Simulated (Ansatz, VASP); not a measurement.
**AlAs5: VASP beside Ansatz**

```
Al As
1.0
     0.00000    3.93406    3.93406
     3.93406    0.00000    3.93406
     3.93406    3.93406    0.00000
Al As
1 5
Cartesian
  0.0000 0.0000 0.0000
  1.9670 1.9670 1.9670
  4.9167 2.9515 2.9515
  4.9167 4.9167 4.9167
  2.9515 2.9515 4.9167
  2.9515 4.9167 2.9515
```

Change from the starting cell: species swapped into the TmCu5 type (F-43m, No. 216).

Alike in both runs: functional PBE; k mesh 8 × 8 × 8; occupations gaussian, width 0.1 eV; no spin polarisation.

Ansatz relaxed the structure, and its values are those at the end. VASP's run is a single point on that final structure, the one shown.

|  | VASP | Ansatz |
| --- | --- | --- |
| version | VASP 6.6.1 | Ansatz 0.2.0 |
| potentials or method | VASP PAW PBE potentials, release 64 (Al, As), cutoff 520 eV | scalar-relativistic, plane waves, PAW |
| valence electrons in the cell | 28 | 78 |

|  | VASP | Ansatz | Ansatz less VASP |
| --- | --- | --- | --- |
| gap on the k mesh at the Fermi level (eV) | none | none | - |
| pressure (GPa) | 0.1 | 0.0 | -0.09 |

A gap of «none» marks a metal or a gap that the smearing closes. The functional is the same, so the differences come from potentials, cutoffs and numerics. VASP's potentials hold 28 valence electrons a cell and Ansatz's 78, so a difference there can come from the potentials and not from the codes.
